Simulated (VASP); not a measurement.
# Sr2ZnHO6 (P1) in VASP: single point with PBE

Aim: the single point of Sr2ZnHO6 with PBE.

All numbers are computed with VASP 6.6.1; they aren't measurements. Logs are shortened: lines on timing, memory, paths and dates and some standing lists are left out, and cuts for length are marked.

## 1. The cell of the first run

The typed cell holds 10 atoms: a = 5.558 Å, b = 5.551 Å, c = 5.553 Å, α = 59.99°, β = 59.86°, γ = 60.06°.

## 2. Single point, PBE

File INCAR:

```
SYSTEM = Sr2ZnHO6
ALGO = Fast
EDIFF = 1E-7
ENCUT = 520
GGA = PE
ISIF = 2
ISMEAR = -1
LASPH = .TRUE.
LCHARG = .TRUE.
LELF = .TRUE.
LREAL = .FALSE.
LVHAR = .TRUE.
LWAVE = .FALSE.
NBANDS = 46
NELM = 100
PREC = Accurate
SIGMA = 0.1
```

File KPOINTS:

```
Automatic mesh
0
Gamma
  4 4 4
  0.5 0 0.5
```

File POSCAR:

```
Sr2ZnHO6
1.0
    0.0002270000      3.9367890000      3.9239400000
    3.9264680000      0.0000620000      3.9241050000
    3.9214620000      3.9319490000      0.0050670000
Zn H O Sr
1 1 6 2
Direct
    0.5006670000      0.4919460000      0.5066690000
    0.0078640000      0.9913140000      0.9940900000
    0.7140320000      0.2864260000      0.2822180000
    0.2703550000      0.7292870000      0.2737760000
    0.2772860000      0.7234680000      0.7274680000
    0.7182750000      0.2669440000      0.7303340000
    0.2721000000      0.2721240000      0.7359670000
    0.7390920000      0.7074180000      0.2790510000
    0.2490270000      0.2572960000      0.2530880000
    0.7522420000      0.7539980000      0.7484500000
```

Potentials or basis: VASP PAW PBE potentials, release 64 (Zn, H, O, Sr_sv).

Started as:

```console
> cat potpaw_PBE.64/Zn/POTCAR potpaw_PBE.64/H/POTCAR potpaw_PBE.64/O/POTCAR potpaw_PBE.64/Sr_sv/POTCAR > POTCAR
> mpirun -np 1 vasp_std > vasp.out
```

OUTCAR:

```text
SYSTEM = Sr2ZnHO6
   EDIFF = 1E-7
   ENCUT = 520
   GGA = PE
   ISIF = 2
   ISMEAR = -1
   LASPH = .TRUE.
   LREAL = .FALSE.
   NELM = 100
   PREC = Accurate

 ion  position               nearest neighbor table
   1  0.501  0.492  0.507-   3 1.69   6 1.74   7 1.76   5 1.78   8 1.78   4 1.82  10 3.35   9 3.36
                             9 3.38   9 3.40  10 3.40  10 3.43  10 3.43   9 3.47
   2  0.008  0.991  0.994-
   3  0.714  0.286  0.282-   1 1.69   9 2.76  10 2.78  10 2.79   9 2.82
   4  0.270  0.729  0.274-   1 1.82   9 2.74  10 2.76  10 2.80   9 2.82
   5  0.277  0.723  0.727-   1 1.78   9 2.76  10 2.78  10 2.79   9 2.81
   6  0.718  0.267  0.730-   1 1.74  10 2.71   9 2.76   9 2.80  10 2.86
   7  0.272  0.272  0.736-   1 1.76   9 2.77  10 2.78  10 2.79   9 2.79
   8  0.739  0.707  0.279-   1 1.78   9 2.68  10 2.78  10 2.79   9 2.90
   9  0.249  0.257  0.253-   8 2.68   4 2.74   3 2.76   6 2.76   5 2.76   7 2.77   7 2.79   6 2.80
                             5 2.81   4 2.82   3 2.82   8 2.90   1 3.36   1 3.38   1 3.40   1 3.47
  10  0.752  0.754  0.748-   6 2.71   4 2.76   7 2.78   5 2.78   8 2.78   3 2.78   7 2.79   5 2.79
                             3 2.79   8 2.79   4 2.80   6 2.86   1 3.35   1 3.40   1 3.43   1 3.43

  LATTYP: Found a triclinic cell.
 ALAT       =     9.6045800917
 B/A-ratio  =     0.5772033596
 C/A-ratio  =     0.5779735921
 COS(alpha) =     0.0006022585
 COS(beta)  =     0.2895172300
 COS(gamma) =     0.8652650913

  Lattice vectors:

 A1 = (  -7.8426970000,  -3.9271090000,   3.9138060000)
 A2 = (  -3.9212350000,   0.0048400000,   3.9188730000)
 A3 = (  -3.9264680000,  -0.0000620000,  -3.9241050000)

Analysis of symmetry for initial positions (statically):
=====================================================================
 Subroutine PRICEL returns:
 Original cell was already a primitive cell.

 Routine SETGRP: Setting up the symmetry group for a
 triclinic supercell.

 Subroutine GETGRP returns: Found  1 space group operations
 (whereof  1 operations were pure point group operations)
 out of a pool of  2 trial point group operations.

The static configuration has the point symmetry C_1 .

Analysis of symmetry for dynamics (positions and initial velocities):
=====================================================================
 Subroutine PRICEL returns:
 Original cell was already a primitive cell.

 Routine SETGRP: Setting up the symmetry group for a
 triclinic supercell.

 Subroutine GETGRP returns: Found  1 space group operations
 (whereof  1 operations were pure point group operations)
 out of a pool of  2 trial point group operations.
[... 128 lines left out ...]
   NELECT =      69.0000    total number of electrons
   NUPDOWN=      -1.0000    fix difference up-down
   EMIN   =  10.00;   EMAX   =-10.00  energy-range for DOS
   EFERMI =   0.00;   METHOD = LEGACY
   ISMEAR =    -1;   SIGMA  =   0.10  broadening in eV -4-tet -1-fermi 0-gaus
   EFERMI_NEDOS =   21; number of points for ismear=-14 and -15
   IALGO  =     68    algorithm
   IMIX   =      4    mixing-type and parameters
     AMIX     =   0.40;   BMIX     =  1.00
     AMIX_MAG =   1.60;   BMIX_MAG =  1.00
  volume/ion in A,a.u.               =      12.11        81.71
  Fermi-wavevector in a.u.,A,eV,Ry     =   1.357281  2.564888 25.064795  1.842210
  Thomas-Fermi vector in A             =   2.484212
   LORBIT       =      0    0 simple, 1 ext, 2 COOP (PROOUT), +10 PAW based schemes
   GGA     = PE    functional components
   LHFCALC =     F    Hartree Fock is set to
   AEXX    =    0.0000 exact exchange contribution
   IVDW    =     0    specifies the selected vdW correction
   LEPSILON=     F    determine dielectric tensor
   LRPA    =     F    only Hartree local field effects (RPA)
 non-spin polarized calculation
 RMM-DIIS sequential band-by-band and
  energy-cutoff  :      520.00
  volume of cell :      121.08
 maximum number of plane-waves:      3273
 NGX is ok and might be reduce to    42
   NGX = 21   NGY = 21   NGZ = 21

 number of electron      69.0000003 magnetization

 Free energy of the ion-electron system (eV)
  ---------------------------------------------------
  ext. energy  EPLUGINS =         0.00000000
  ---------------------------------------------------
  free energy    TOTEN  =       -43.92946086 eV

  energy without entropy =      -43.67666593  energy(sigma->0) =      -43.80306340

 E-fermi :   1.1698     XC(G=0): -10.4764

 val. band max:        1.1612595542   @ k =   0.3750   0.5000   0.3750
 cond. band min:       1.1733346337   @ k =   0.1250   0.5000   0.1250
 fundamental gap:      0.0120750794
 Fermi energy:         1.1697810322

 k-point     1 :       0.1250   -0.0000    0.1250
  band No.  band energies     occupation
      1     -31.1754      2.00000
      2     -31.1239      2.00000
      3     -17.1485      2.00000
      4     -15.6376      2.00000
      5     -15.4806      2.00000
      6     -15.4512      2.00000
[... 1165 lines left out ...]
     45      10.4425      0.00000
     46      10.5577      0.00000

 [... further k-points ...]

------------------------ aborting loop because EDIFF is reached ----------------------------------------

  FORCE on cell =-STRESS in cart. coord.  units (eV):
  Direction    XX          YY          ZZ          XY          YZ          ZX
  --------------------------------------------------------------------------------------
  -------------------------------------------------------------------------------------
  Total       10.2420914      6.8278663      7.2739600      0.0518600      0.0086729     -0.0797640
  in kB      135.5297145     90.3505679     96.2535567      0.6862435      0.1147654     -1.0554862
  external PRESSURE =     107.3779463 kB  Pullay stress =       0.0000000 kB

 VOLUME and BASIS-vectors are now :
 -----------------------------------------------------------------------------
  energy-cutoff  :      520.00
  volume of cell :      121.08
      direct lattice vectors                 reciprocal lattice vectors
     0.000227000  3.936789000  3.923940000    -0.127433550  0.126929352  0.127508282
     3.926468000  0.000062000  3.924105000     0.127263443 -0.127088318  0.127497109
     3.921462000  3.931949000  0.005067000     0.127588407  0.127243207 -0.127667248

 POSITION                                       TOTAL-FORCE (eV/Angst)
 -----------------------------------------------------------------------------------
      3.91861      3.96325      3.89760         2.409985     -1.864142      0.637276
      7.79065      3.93973      3.92592        -0.298581      0.129626      0.053995
      2.23151      3.92068      3.92721        -5.685885     -0.104616     -0.071146
      3.93719      2.14085      3.92404         0.087883     -2.868878      0.016897
      5.69348      3.95203      3.93070         3.428092     -0.055887      0.108586
      3.91229      5.69935      3.86968         0.054376      4.872122      0.018468
      3.95461      3.96500      2.13928         0.001910     -0.125642     -4.069602
      3.87211      4.00691      5.67755         0.153315     -0.068545      3.559176
      2.00280      1.97551      1.98811        -0.154674      0.018064     -0.125058
      5.89574      5.90433      5.91431         0.003578      0.067898     -0.128593
 -----------------------------------------------------------------------------------
    total drift:                                0.001182     -0.000178      0.000817

  FREE ENERGIE OF THE ION-ELECTRON SYSTEM (eV)
  ---------------------------------------------------
  free  energy   TOTEN  =       -43.9294608622 eV

  energy  without entropy=      -43.6766659334  energy(sigma->0) =      -43.80306340
```

OSZICAR:

```text
N       E                     dE             d eps       ncg     rms          rms(c)
DAV:   1     0.639540141745E+03    0.63954E+03   -0.33928E+04  2944   0.160E+03
DAV:   2     0.201743403302E+02   -0.61937E+03   -0.58145E+03  3256   0.414E+02
DAV:   3    -0.503632782508E+02   -0.70538E+02   -0.68599E+02  3382   0.142E+02
[... 19 lines left out ...]
RMM:  23    -0.439294593420E+02   -0.15423E-05   -0.14206E-05  5301   0.974E-03    0.153E-03
RMM:  24    -0.439294601451E+02   -0.80307E-06   -0.67039E-06  4711   0.694E-03    0.128E-03
RMM:  25    -0.439294605681E+02   -0.42302E-06   -0.34793E-06  4509   0.528E-03    0.458E-04
RMM:  26    -0.439294607738E+02   -0.20575E-06   -0.14250E-06  4010   0.408E-03    0.274E-04
RMM:  27    -0.439294608622E+02   -0.88415E-07   -0.99274E-07  3839   0.344E-03
   1 F= -.43929461E+02 E0= -.43803063E+02  d E =-.252795E+00
```

Run time: 8.9 min. Hardware: 1 thread of AMD EPYC 7R13 (Zen 3), shared host; peak memory 0.33 GiB.

What came out:

* Free energy: -43.9295 eV
* Pressure: 10.7 GPa
* Largest force: 5.687 eV/Å
* Band gap on the k mesh: zero (an odd number of electrons rules out a gap without spin polarisation)

Forces on the atoms (eV/Å):
```
Zn   2.410 -1.864  0.637
H   -0.299  0.130  0.054
O   -5.686 -0.105 -0.071
O    0.088 -2.869  0.017
O    3.428 -0.056  0.109
O    0.054  4.872  0.018
O    0.002 -0.126 -4.070
O    0.153 -0.069  3.559
Sr  -0.155  0.018 -0.125
Sr   0.004  0.068 -0.129
```

Stress tensor (GPa, compression positive):
```
13.55  0.07 -0.11
 0.07  9.04  0.01
-0.11  0.01  9.63
```

Caveat: the cell stands under pressure; an odd number of electrons without spin polarisation forces a metal; a magnetic or distorted state may lie lower.
